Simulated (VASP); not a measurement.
# BaS (Fm-3m) in VASP: notebook, part 2 of 2

VASP 6.6.1. The steps go on from the part before.

**4. Single point, LDA (33.23 Å³/atom)**

This run uses another cell than the first one, of 33.23 Å³/atom.

The input, INCAR:

```
SYSTEM = BaS
  PREC = Accurate
  ENCUT = 520
  EDIFF = 1E-6
  ISMEAR = -1
  SIGMA = 0.01
  LREAL = .False.
  LASPH = .True.
  NELM = 100
  ALGO = Normal
  ISIF = 2
  LWAVE = .False.
  LCHARG = .False.
  NBANDS = 15
```

The input, KPOINTS:

```
regular mesh
0
Gamma
  7 7 7
  0 0 0
```

The input, POSCAR:

```
BaS
1.0
    0.0000000000      3.2149012787      3.2149012787
    3.2149012787      0.0000000000      3.2149012787
    3.2149012787      3.2149012787      0.0000000000
Ba S
1 1
Direct
    0.0000000000      0.0000000000      0.0000000000
    0.5000000000      0.5000000000      0.5000000000
```

Potentials or basis: VASP PAW LDA potentials, release 64 (Ba_sv, S).

Run with:

```
> cat potpaw_LDA.64/Ba_sv/POTCAR potpaw_LDA.64/S/POTCAR > POTCAR
> mpirun -np 1 vasp_std > vasp.out
```

OUTCAR:

```text
SYSTEM = BaS
   PREC = Accurate
   ENCUT = 520
   EDIFF = 1E-6
   ISMEAR = -1
   LREAL = .False.
   LASPH = .True.
   NELM = 100
   ISIF = 2

 ion  position               nearest neighbor table
   1  0.000  0.000  0.000-   2 3.21   2 3.21   2 3.21   2 3.21   2 3.21   2 3.21
   2  0.500  0.500  0.500-   1 3.21   1 3.21   1 3.21   1 3.21   1 3.21   1 3.21

  LATTYP: Found a face centered cubic cell.
 ALAT       =     6.4298025574

  Lattice vectors:

 A1 = (   0.0000000000,   3.2149012787,   3.2149012787)
 A2 = (   3.2149012787,   0.0000000000,   3.2149012787)
 A3 = (   3.2149012787,   3.2149012787,   0.0000000000)

Analysis of symmetry for initial positions (statically):
=====================================================================
 Subroutine PRICEL returns:
 Original cell was already a primitive cell.

 Routine SETGRP: Setting up the symmetry group for a
 face centered cubic supercell.

 Subroutine GETGRP returns: Found 48 space group operations
 (whereof 48 operations were pure point group operations)
 out of a pool of 48 trial point group operations.

The static configuration has the point symmetry O_h .

Analysis of symmetry for dynamics (positions and initial velocities):
[... 172 lines left out ...]
     10       4.8352      0.00000
     11       4.8352      0.00000
     12       4.8352      0.00000
     13       5.7982      0.00000
     14       5.7982      0.00000
[... 329 lines left out ...]
      2     -10.5970      2.00000
      3     -10.3514      2.00000
      4     -10.2076      2.00000
      5      -8.5112      2.00000
      6      -0.0163      2.00000
      7       0.5278      2.00000
      8       0.5846      2.00000
      9       4.8847      0.00000
     10       5.7858      0.00000
     11       7.3317      0.00000
     12       7.9897      0.00000
     13       8.1593      0.00000
     14       9.9722      0.00000
     15      11.0411      0.00000

------------------------ aborting loop because EDIFF is reached ----------------------------------------

  FORCE on cell =-STRESS in cart. coord.  units (eV):
  Direction    XX          YY          ZZ          XY          YZ          ZX
  --------------------------------------------------------------------------------------
  -------------------------------------------------------------------------------------
  Total       -1.0920261     -1.0920261     -1.0920261     -0.0000000      0.0000000      0.0000000
  in kB      -26.3275642    -26.3275642    -26.3275642     -0.0000000      0.0000000      0.0000000
  external PRESSURE =     -26.3275642 kB  Pullay stress =       0.0000000 kB

 VOLUME and BASIS-vectors are now :
 -----------------------------------------------------------------------------
  energy-cutoff  :      520.00
  volume of cell :       66.46
      direct lattice vectors                 reciprocal lattice vectors
     0.000000000  3.214901279  3.214901279    -0.155525771  0.155525771  0.155525771
     3.214901279  0.000000000  3.214901279     0.155525771 -0.155525771  0.155525771
     3.214901279  3.214901279  0.000000000     0.155525771  0.155525771 -0.155525771

 POSITION                                       TOTAL-FORCE (eV/Angst)
 -----------------------------------------------------------------------------------
      0.00000      0.00000      0.00000        -0.000000     -0.000000     -0.000000
      3.21490      3.21490      3.21490         0.000000      0.000000      0.000000
 -----------------------------------------------------------------------------------
    total drift:                                0.000000      0.000000      0.000000

  FREE ENERGIE OF THE ION-ELECTRON SYSTEM (eV)
  ---------------------------------------------------
  free  energy   TOTEN  =       -11.1418042323 eV

  energy  without entropy=      -11.1418042323  energy(sigma->0) =      -11.14180423
```

stdout:

```text
POSCAR found type information on POSCAR BaS
 POSCAR found :  2 types and       2 ions
 scaLAPACK will be used
 LDA part: xc-table for (Slater(with rela. corr.)+CA(PZ))
 , standard interpolation
 POSCAR, INCAR and KPOINTS ok, starting setup
 FFT: planning ... GRIDC
 FFT: planning ... GRID_SOFT
 FFT: planning ... GRID
 WAVECAR not read
 entering main loop
```

It took 8.4 s on 1 thread of Intel Xeon 6975P-C (Granite Rapids), shared host; peak memory 0.18 GiB.

Results:

- Free energy: -11.1418 eV
- Pressure: -2.6 GPa
- Band gap on the k mesh: 2.00 eV (least direct gap 2.15 eV)

Caveat: spin-orbit coupling is left out, which moves the levels of the heavy elements; an odd mesh through Γ misses points on the zone boundary, where band edges can lie.

**5. Single point, LDA (34.53 Å³/atom)**

This run uses another cell than the first one, of 34.53 Å³/atom.

The input, INCAR:

```
PREC = Accurate ; ENCUT = 520
EDIFF = 1E-6 ; ISMEAR = -1
SIGMA = 0.01 ; LREAL = False
LASPH = True ; NELM = 80
ALGO = Normal ; ISIF = 2
LWAVE = False ; LCHARG = True
LELF = True ; LVHAR = True
NBANDS = 15
```

The input, KPOINTS:

```
Automatic mesh
0
Gamma
  7 7 7
```

The input, POSCAR:

```
BaS
1.0
    0.0000000000      3.2563884516      3.2563884516
    3.2563884516      0.0000000000      3.2563884516
    3.2563884516      3.2563884516      0.0000000000
Ba S
1 1
Direct
    0.0000000000      0.0000000000      0.0000000000
    0.5000000000      0.5000000000      0.5000000000
```

Run with:

```
> cat potpaw_LDA.64/Ba_sv/POTCAR potpaw_LDA.64/S/POTCAR > POTCAR
> mpirun -np 1 vasp_std > vasp.out
```

Run time: 9.4 s. Hardware: 1 thread of Intel Xeon 6975P-C (Granite Rapids), shared host; peak memory 0.17 GiB.

Results (log left out):

```yaml
Free_energy: -11.0881 eV
Pressure: -4.0 GPa
Band_gap_on_the_k_mesh: 2.05 eV (least direct gap 2.23 eV)
```

Levels at points of the mesh, in eV from the valence-band top:
| k point | band 6 | band 7 | band 8 | band 9 | band 10 | band 11 |
| --- | --- | --- | --- | --- | --- | --- |
| (0.00, 0.00, 0.00) | 0.00 | 0.00 | 0.00 | 3.04 | 3.69 | 3.69 |

Caveat: the cell stands under tension; spin-orbit coupling is left out, which moves the levels of the heavy elements; an odd mesh through Γ misses points on the zone boundary, where band edges can lie.

**6. Overview**

| cell | gap on the mesh (eV) | pressure (GPa) |
| --- | --- | --- |
| a = 4.502 Å, angles 60.0°, 2 atoms | 1.95 | -1.4 |
| a = 4.576 Å, angles 60.0°, 2 atoms | 2.03 | -3.3 |
| a = 4.547 Å, angles 60.0°, 2 atoms | 2.00 | -2.6 |
| a = 4.605 Å, angles 60.0°, 2 atoms | 2.05 | -4.0 |

Alike in all rows: task single point; level LDA; potentials or basis VASP PAW LDA potentials, release 64 (Ba_sv, S); no spin polarisation; k mesh 7 × 7 × 7; cutoff (eV) 520; smearing fermi-dirac 0.01 eV.

Caveats: spin-orbit coupling is left out, which moves the levels of the heavy elements; an odd mesh through Γ misses points on the zone boundary, where band edges can lie; the cell stands under tension (at least some runs).

Total energies depend on the potentials used, so only differences within one code and one set of settings carry meaning.
